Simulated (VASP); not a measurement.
# GaN in VASP: single point with PBE

Aim: the single point of GaN with PBE.

Program: VASP 6.6.1. These are calculated values, not measurements. Logs are shortened: lines on timing, memory, paths and dates and some standing lists are left out, and cuts for length are marked.

### 1 The cell of the first run

The cell holds a slab with vacuum, 6 atoms: a = 3.217 Å, b = 3.217 Å, c = 19.686 Å, α = 90.00°, β = 90.00°, γ = 90.00°.

### 2 Single point, PBE

Input file INCAR:

```
  PREC = Accurate
  ENCUT = 520
  EDIFF = 1E-7
  ISMEAR = 0
  SIGMA = 0.05
  LREAL = F
  LASPH = T
  NELM = 100
  ALGO = Normal
  ISIF = 2
  LWAVE = F
  LCHARG = F
  LDIPOL = T
  IDIPOL = 3
  DIPOL = 0.5 0.5 0.500
  GGA = PE
  NBANDS = 36
```

Input file KPOINTS:

```
Automatic mesh
0
Gamma
  8 8 1
```

Input file POSCAR:

```
GaN
1.0
    3.2165072845      0.0000000000      0.0000000000
    0.0000000000      3.2165072845      0.0000000000
    0.0000000000      0.0000000000     19.6860352815
N Ga
3 3
Direct
    0.0000000000      0.5000000000      0.3555820103
    0.5000000000      0.0000000000      0.4711164021
    0.0000000000      0.5000000000      0.5867875320
    0.5000000000      0.5000000000      0.4133492062
    0.0000000000      0.0000000000      0.5265325052
    0.5000000000      0.5000000000      0.6461335215
```

Potentials or basis: VASP PAW PBE potentials, release 64 (N, Ga_d).

Launch:

```sh
$ cat potpaw_PBE.64/N/POTCAR potpaw_PBE.64/Ga_d/POTCAR > POTCAR
$ mpirun -np 1 vasp_std > vasp.out
```

OUTCAR:

```text
PREC = Accurate
   ENCUT = 520
   EDIFF = 1E-7
   ISMEAR = 0
   LREAL = F
   LASPH = T
   NELM = 100
   ISIF = 2
   GGA = PE

 ion  position               nearest neighbor table
   1  0.000  0.500  0.356-   4 1.97   4 1.97
   2  0.500  0.000  0.471-   5 1.94   5 1.94   4 1.97   4 1.97
   3  0.000  0.500  0.587-   6 1.99   6 1.99   5 2.00   5 2.00
   4  0.500  0.500  0.413-   2 1.97   2 1.97   1 1.97   1 1.97
   5  0.000  0.000  0.527-   2 1.94   2 1.94   3 2.00   3 2.00
   6  0.500  0.500  0.646-   3 1.99   3 1.99

  LATTYP: Found a simple tetragonal cell.
 ALAT       =     3.2165072845
 C/A-ratio  =     6.1203142229

  Lattice vectors:

 A1 = (   3.2165072845,   0.0000000000,   0.0000000000)
 A2 = (   0.0000000000,   3.2165072845,   0.0000000000)
 A3 = (   0.0000000000,   0.0000000000,  19.6860352815)

Analysis of symmetry for initial positions (statically):
=====================================================================
 Subroutine PRICEL returns:
 Original cell was already a primitive cell.

 Routine SETGRP: Setting up the symmetry group for a
 simple tetragonal supercell.

 Subroutine GETGRP returns: Found  4 space group operations
 (whereof  4 operations were pure point group operations)
 out of a pool of 16 trial point group operations.

The static configuration has the point symmetry C_2v.

Analysis of symmetry for dynamics (positions and initial velocities):
=====================================================================
 Subroutine PRICEL returns:
 Original cell was already a primitive cell.

 Routine SETGRP: Setting up the symmetry group for a
 simple tetragonal supercell.

 Subroutine GETGRP returns: Found  4 space group operations
 (whereof  4 operations were pure point group operations)
 out of a pool of 16 trial point group operations.

The dynamic configuration has the point symmetry C_2v.

 Subroutine INISYM returns: Found  4 space group operations
 (whereof  4 operations are pure point group operations),
 and found     1 'primitive' translations

----------------------------------------------------------------------------------------

                                     Primitive cell

  volume of cell :     203.6701

  direct lattice vectors                    reciprocal lattice vectors
     3.216507285  0.000000000  0.000000000     0.310896234  0.000000000  0.000000000
     0.000000000  3.216507285  0.000000000     0.000000000  0.310896234  0.000000000
     0.000000000  0.000000000 19.686035282     0.000000000  0.000000000  0.050797430

  length of vectors
     3.216507285  3.216507285 19.686035282     0.310896234  0.310896234  0.050797430

  position of ions in fractional coordinates (direct lattice)
     0.000000000  0.500000000  0.355582010
     0.500000000  0.000000000  0.471116402
     0.000000000  0.500000000  0.586787532
     0.500000000  0.500000000  0.413349206
     0.000000000  0.000000000  0.526532505
     0.500000000  0.500000000  0.646133521

  ion indices of the primitive-cell ions
   primitive index   ion index
                 1           1
                 2           2
                 3           3
                 4           4
                 5           5
                 6           6

----------------------------------------------------------------------------------------

 KPOINTS: Automatic mesh

Automatic generation of k-mesh.
 Grid dimensions read from file:
 generate k-points for:    8    8    1

 Generating k-lattice:

  Cartesian coordinates                     Fractional coordinates (reciprocal lattice)
     0.038862029  0.000000000  0.000000000     0.125000000  0.000000000  0.000000000
     0.000000000  0.038862029  0.000000000     0.000000000  0.125000000  0.000000000
     0.000000000  0.000000000  0.050797430     0.000000000  0.000000000  1.000000000

  Length of vectors
     0.038862029  0.038862029  0.050797430

  Shift w.r.t. Gamma in fractional coordinates (k-lattice)
     0.000000000  0.000000000  0.000000000

 Subroutine IBZKPT returns following result:
 ===========================================

 Found     25 irreducible k-points:

 Following reciprocal coordinates:
            Coordinates               Weight
  0.000000  0.000000  0.000000      1.000000
  0.125000  0.000000  0.000000      2.000000
  0.000000  0.125000  0.000000      2.000000
  0.250000  0.000000  0.000000      2.000000
  0.000000  0.250000  0.000000      2.000000
  0.375000  0.000000  0.000000      2.000000
[... 16 lines left out ...]
  0.500000  0.375000  0.000000      2.000000
 -0.375000  0.500000  0.000000      2.000000
   k-points           NKPTS =     25   k-points in BZ     NKDIM =     25   number of bands    NBANDS=     36
   number of dos      NEDOS =    301   number of ions     NIONS =      6
   total plane-waves  NPLWV =  86400
   dimension x,y,z NGX =    24 NGY =   24 NGZ =  150
   dimension x,y,z NGXF=    48 NGYF=   48 NGZF=  300
   ions per type =               3   3
   NGX,Y,Z   is equivalent  to a cutoff of  12.40, 12.40, 12.67 a.u.
   NGXF,Y,Z  is equivalent  to a cutoff of  24.81, 24.81, 25.33 a.u.
 SYSTEM =  unknown system
   PREC   = accura    normal or accurate (medium, high low for compatibility)
   ISTART =      0    job   : 0-new  1-cont  2-samecut
   ICHARG =      2    charge: 1-file 2-atom 10-const
   ISPIN  =      1    spin polarized calculation?
   LNONCOLLINEAR =      F non collinear calculations
   LSORBIT =      F    spin-orbit coupling
   LASPH  =      T    aspherical Exc in radial PAW
   ENCUT  =  520.0 eV  38.22 Ry    6.18 a.u.   5.98  5.98 36.60*2*pi/ulx,y,z
   NELM   =    100;   NELMIN=  2; NELMDL= -5     # of ELM steps
   EDIFF  = 0.1E-06   stopping-criterion for ELM
   LREAL  =      F    real-space projection
   EDIFFG = 0.1E-05   stopping-criterion for IOM
   NSW    =      0    number of steps for IOM
   IBRION =     -1    ionic relax: 0-MD 1-quasi-New 2-CG
   NFREE  =      0    steps in history (QN), initial steepest desc. (CG)
   ISIF   =      2    stress and relaxation
   ISYM   =      2    0-nonsym 1-usesym 2-fastsym
   POTIM  = 0.5000    time-step for ionic-motion
   TEBEG  =    0.0;   TEEND  =   0.0 temperature during run
   PSTRESS=    0.0 pullay stress
   NELECT =      54.0000    total number of electrons
   NUPDOWN=      -1.0000    fix difference up-down
   EMIN   =  10.00;   EMAX   =-10.00  energy-range for DOS
   EFERMI =   0.00;   METHOD = LEGACY
   ISMEAR =     0;   SIGMA  =   0.05  broadening in eV -4-tet -1-fermi 0-gaus
   EFERMI_NEDOS =   21; number of points for ismear=-14 and -15
   IALGO  =     38    algorithm
   IMIX   =      4    mixing-type and parameters
     AMIX     =   0.40;   BMIX     =  1.00
     AMIX_MAG =   1.60;   BMIX_MAG =  1.00
  volume/ion in A,a.u.               =      33.95       229.07
  Fermi-wavevector in a.u.,A,eV,Ry     =   1.051712  1.987448 15.049389  1.106099
  Thomas-Fermi vector in A             =   2.186766
   LORBIT       =      0    0 simple, 1 ext, 2 COOP (PROOUT), +10 PAW based schemes
   GGA     = PE    functional components
   LHFCALC =     F    Hartree Fock is set to
   AEXX    =    0.0000 exact exchange contribution
   IVDW    =     0    specifies the selected vdW correction
   LEPSILON=     F    determine dielectric tensor
   LRPA    =     F    only Hartree local field effects (RPA)
 non-spin polarized calculation
 Gauss-broadening in eV      SIGMA  =   0.05
  energy-cutoff  :      520.00
  volume of cell :      203.67
 maximum number of plane-waves:      5544
   NGX = 11   NGY = 11   NGZ = 73

 dipolmoment           0.000000      0.000000      0.014564 electrons x Angstroem

 number of electron      53.9999996 magnetization

 dipolmoment           0.000000      0.000000     -0.187270 electrons x Angstroem

 Free energy of the ion-electron system (eV)
  ---------------------------------------------------
  ext. energy  EPLUGINS =         0.00000000
  ---------------------------------------------------
  free energy    TOTEN  =       -31.08043858 eV

  energy without entropy =      -31.07365743  energy(sigma->0) =      -31.07704800

 E-fermi :  -2.4175     XC(G=0):  -4.9908

 val. band max:       -2.4536898113   @ k =   0.1250   0.0000   0.0000
 cond. band min:      -2.3985247912   @ k =   0.0000   0.0000   0.0000
 fundamental gap:      0.0551650202
 Fermi energy:        -2.4174511959

 k-point     1 :       0.0000    0.0000    0.0000
  band No.  band energies     occupation
      1     -18.5125      2.00000
      2     -18.0125      2.00000
      3     -16.8533      2.00000
      4     -16.8356      2.00000
      5     -16.8282      2.00000
      6     -16.7856      2.00000
[... 28 lines left out ...]
     35       5.5079      0.00000
     36       5.5663      0.00000

 k-point     2 :       0.1250    0.0000    0.0000
  band No.  band energies     occupation
      1     -18.4409      2.00000
      2     -17.9948      2.00000
      3     -16.9131      2.00000
      4     -16.8335      2.00000
      5     -16.7804      2.00000
      6     -16.7708      2.00000
[... 28 lines left out ...]
     35       5.3224      0.00000
     36       5.5521      0.00000

 k-point     3 :       0.0000    0.1250    0.0000
  band No.  band energies     occupation
      1     -18.4401      2.00000
      2     -17.9950      2.00000
      3     -16.8430      2.00000
      4     -16.8313      2.00000
      5     -16.8269      2.00000
      6     -16.7801      2.00000
[... 28 lines left out ...]
     35       4.8039      0.00000
     36       5.9329      0.00000
[... 742 lines left out ...]
 k-point    23 :       0.5000    0.3750    0.0000
  band No.  band energies     occupation
      1     -18.0169      2.00000
      2     -17.7570      2.00000
      3     -16.8799      2.00000
      4     -16.8646      2.00000
      5     -16.8556      2.00000
      6     -16.6501      2.00000
[... 28 lines left out ...]
     35       5.5630      0.00000
     36       6.2123      0.00000

 k-point    24 :      -0.3750    0.5000    0.0000
  band No.  band energies     occupation
      1     -18.0108      2.00000
      2     -17.7457      2.00000
      3     -16.8810      2.00000
      4     -16.8620      2.00000
      5     -16.8522      2.00000
      6     -16.6724      2.00000
[... 28 lines left out ...]
     35       5.2603      0.00000
     36       6.2527      0.00000

 [... further k-points ...]

------------------------ aborting loop because EDIFF is reached ----------------------------------------

 vacuum level on the upper side and lower side of the slab       (xc-potential included)        -1.659         1.556

  FORCE on cell =-STRESS in cart. coord.  units (eV):
  Direction    XX          YY          ZZ          XY          YZ          ZX
  --------------------------------------------------------------------------------------
  -------------------------------------------------------------------------------------
  Total       -0.1332635     -1.5241006     -0.8398289      0.0000000      0.0000000      0.0000000
  in kB       -1.0483213    -11.9893845     -6.6065395      0.0000000      0.0000000      0.0000000
  external PRESSURE =      -6.5480818 kB  Pullay stress =       0.0000000 kB

 VOLUME and BASIS-vectors are now :
 -----------------------------------------------------------------------------
  energy-cutoff  :      520.00
  volume of cell :      203.67
      direct lattice vectors                 reciprocal lattice vectors
     3.216507285  0.000000000  0.000000000     0.310896234  0.000000000  0.000000000
     0.000000000  3.216507285  0.000000000     0.000000000  0.310896234  0.000000000
     0.000000000  0.000000000 19.686035282     0.000000000  0.000000000  0.050797430

 POSITION                                       TOTAL-FORCE (eV/Angst)
 -----------------------------------------------------------------------------------
      0.00000      1.60825      7.00000         0.000000      0.000000      1.444082
      1.60825      0.00000      9.27441         0.000000      0.000000      0.697151
      0.00000      1.60825     11.55152         0.000000      0.000000     -0.004938
      1.60825      1.60825      8.13721         0.000000      0.000000     -2.142290
      0.00000      0.00000     10.36534         0.000000      0.000000     -0.009456
      1.60825      1.60825     12.71981         0.000000      0.000000      0.015451
 -----------------------------------------------------------------------------------
    total drift:                                0.000000     -0.000000     -0.001806

  FREE ENERGIE OF THE ION-ELECTRON SYSTEM (eV)
  ---------------------------------------------------
  free  energy   TOTEN  =       -31.0804385781 eV

  energy  without entropy=      -31.0736574285  energy(sigma->0) =      -31.07704800

 vacuum level on the upper side and lower side of the slab         2.551         5.858
```

It took 5.8 min on 1 thread of Intel Xeon Platinum 8488C (Sapphire Rapids), shared host; peak memory 0.36 GiB.

What came out:

```
Free energy   : -31.0804 eV
Largest force : 2.142 eV/Å
```

Forces in eV/Å, atoms in the order of the input:
```
N    0.000  0.000  1.444
N    0.000  0.000  0.697
N    0.000  0.000 -0.005
Ga   0.000  0.000 -2.142
Ga   0.000  0.000 -0.009
Ga   0.000  0.000  0.015
```
